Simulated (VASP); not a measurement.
Input of a VASP 6.6.1 run:

INCAR

```
SYSTEM = RbCl
PREC     = Accurate       ! precision mode
ENCUT    = 500            ! plane-wave cutoff, eV
EDIFF    = 1E-6           ! SCF threshold, eV
ISMEAR   = -1             ! smearing method
SIGMA    = 0.05           ! smearing width, eV
LREAL    = Auto         
LASPH    = .TRUE.         ! aspherical terms in the spheres
NELM     = 120            ! most SCF steps
ALGO     = Normal         ! electronic algorithm
ISIF     = 2              ! what is computed and relaxed
LWAVE    = .FALSE.        ! write WAVECAR
LCHARG   = .TRUE.         ! write CHGCAR
GGA      = PS             ! functional
LELF     = .TRUE.         ! ELF
LVHAR    = .TRUE.       
ISYM     = 0            
NBANDS   = 294            ! bands
GGA_COMPAT= .FALSE.      
NCORE    = 4
```

The input KPOINTS:

```
Automatic mesh
0
Gamma
  1 1 1
  0.25 0.25 0.25
```

File POSCAR:

```
RbCl
1.0
   13.0932160000      0.0000000000      0.0000000000
    0.0000000000     13.0932160000      0.0000000000
    0.0000000000      0.0000000000     13.0932160000
Cl Rb
32 32
Direct
    0.2500000000      0.0000000000      0.0000000000
    0.2500000000      0.0000000000      0.5000000000
    0.2500000000      0.5000000000      0.0000000000
    0.2500000000      0.5000000000      0.5000000000
    0.7500000000      0.0000000000      0.0000000000
    0.7500000000      0.0000000000      0.5000000000
    0.7500000000      0.5000000000      0.0000000000
    0.7500000000      0.5000000000      0.5000000000
    0.0000000000      0.2500000000      0.0000000000
    0.0000000000      0.2500000000      0.5000000000
    0.0000000000      0.7500000000      0.0000000000
    0.0000000000      0.7500000000      0.5000000000
    0.5000000000      0.2500000000      0.0000000000
    0.5000000000      0.2500000000      0.5000000000
    0.5000000000      0.7500000000      0.0000000000
    0.5000000000      0.7500000000      0.5000000000
    0.0000000000      0.0000000000      0.2500000000
    0.0000000000      0.0000000000      0.7500000000
    0.0000000000      0.5000000000      0.2500000000
    0.0000000000      0.5000000000      0.7500000000
    0.5000000000      0.0000000000      0.2500000000
    0.5000000000      0.0000000000      0.7500000000
    0.5000000000      0.5000000000      0.2500000000
    0.5000000000      0.5000000000      0.7500000000
    0.2500000000      0.2500000000      0.2500000000
    0.2500000000      0.2500000000      0.7500000000
    0.2500000000      0.7500000000      0.2500000000
    0.2500000000      0.7500000000      0.7500000000
    0.7500000000      0.2500000000      0.2500000000
    0.7500000000      0.2500000000      0.7500000000
    0.7500000000      0.7500000000      0.2500000000
    0.7500000000      0.7500000000      0.7500000000
    0.0000000000      0.0000000000      0.0000000000
    0.0000000000      0.0000000000      0.5000000000
    0.0000000000      0.5000000000      0.0000000000
    0.0000000000      0.5000000000      0.5000000000
    0.5000000000      0.0000000000      0.0000000000
    0.5000000000      0.0000000000      0.5000000000
    0.5000000000      0.5000000000      0.0000000000
    0.5000000000      0.5000000000      0.5000000000
    0.2500000000      0.2500000000      0.0000000000
    0.2500000000      0.2500000000      0.5000000000
    0.2500000000      0.7500000000      0.0000000000
    0.2500000000      0.7500000000      0.5000000000
    0.7500000000      0.2500000000      0.0000000000
    0.7500000000      0.2500000000      0.5000000000
    0.7500000000      0.7500000000      0.0000000000
    0.7500000000      0.7500000000      0.5000000000
    0.2500000000      0.0000000000      0.2500000000
    0.2500000000      0.0000000000      0.7500000000
    0.2500000000      0.5000000000      0.2500000000
    0.2500000000      0.5000000000      0.7500000000
    0.7500000000      0.0000000000      0.2500000000
    0.7500000000      0.0000000000      0.7500000000
    0.7500000000      0.5000000000      0.2500000000
    0.7500000000      0.5000000000      0.7500000000
    0.0000000000      0.2500000000      0.2500000000
    0.0000000000      0.2500000000      0.7500000000
    0.0000000000      0.7500000000      0.2500000000
    0.0000000000      0.7500000000      0.7500000000
    0.5000000000      0.2500000000      0.2500000000
    0.5000000000      0.2500000000      0.7500000000
    0.5000000000      0.7500000000      0.2500000000
    0.5000000000      0.7500000000      0.7500000000
```

Potentials or basis: VASP PAW PBE potentials, release 64 (Cl, Rb_sv).

The run is started by

```sh
$ cat potpaw_PBE.64/Cl/POTCAR potpaw_PBE.64/Rb_sv/POTCAR > POTCAR
$ mpirun -np 4 vasp_std > vasp.out
```

Question: Estimate the pressure.

Answer: 0.0 GPa.

Question: Predict the band gap on the k mesh.

Answer: 5.32 eV.

Caveat: the PAW data sets were made with another functional, which shifts forces and pressure a little; a shifted mesh leaves out Γ, where band edges can lie. A k mesh can miss the band edges.
